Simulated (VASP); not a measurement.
# TiO: single point with PBEsol

Crystal: TiO.

```
Ti O
1.0
     2.83510    0.00000    0.00000
    -1.41755    2.45527    0.00000
     0.00000    0.00000    3.01730
Ti O
1 1
Direct
  0.66667 0.33333 0.00000
  0.00000 0.00000 0.50000
```

```
Program             : VASP 6.6.1
Task                : single point
Functional          : PBEsol
Potentials or basis : VASP PAW PBE potentials, release 64 (Ti_sv, O)
Cutoff              : 520 eV
k mesh              : 18 × 18 × 16
Occupations         : gaussian, width 0.15 eV
Spin                : no spin polarisation
```

The pressure is -22.3 GPa and the band gap on the k mesh is zero (band 9 reaches 10.06 eV, above the bottom of band 10 at 10.04 eV).

Stress tensor (GPa, compression positive):
```
-14.30   0.00   0.00
  0.00 -14.30   0.00
  0.00   0.00 -38.17
```

Levels at points of the mesh, in eV from the Fermi level:
```csv
k point,band 5,band 6,band 7,band 8,band 9,band 10,band 11,band 12,band 13,band 14
"(0.00, 0.00, 0.00)",-21.00,-5.24,-4.70,-4.70,-2.81,1.36,1.36,1.50,1.92,1.92
"(0.50, 0.00, 0.00)",-19.81,-8.21,-6.15,-4.64,-2.20,1.43,2.05,2.40,2.88,5.61
"(0.00, 0.00, 0.50)",-20.09,-8.63,-4.41,-4.41,0.07,0.07,0.21,1.96,1.96,6.51
"(0.50, 0.00, 0.50)",-19.89,-7.29,-7.25,-5.66,-0.92,1.48,2.56,2.85,3.20,7.50
```

Wall time 38 s on 1 thread of Intel(R) Xeon(R) 6975P-C (Granite Rapids) (shared host), peak memory 0.22 GiB.

Caveat: the PAW data sets were made with another functional, which shifts forces and pressure a little; semilocal functionals often make such compounds metallic where correlation or magnetic order opens a gap, which also shifts bond lengths.
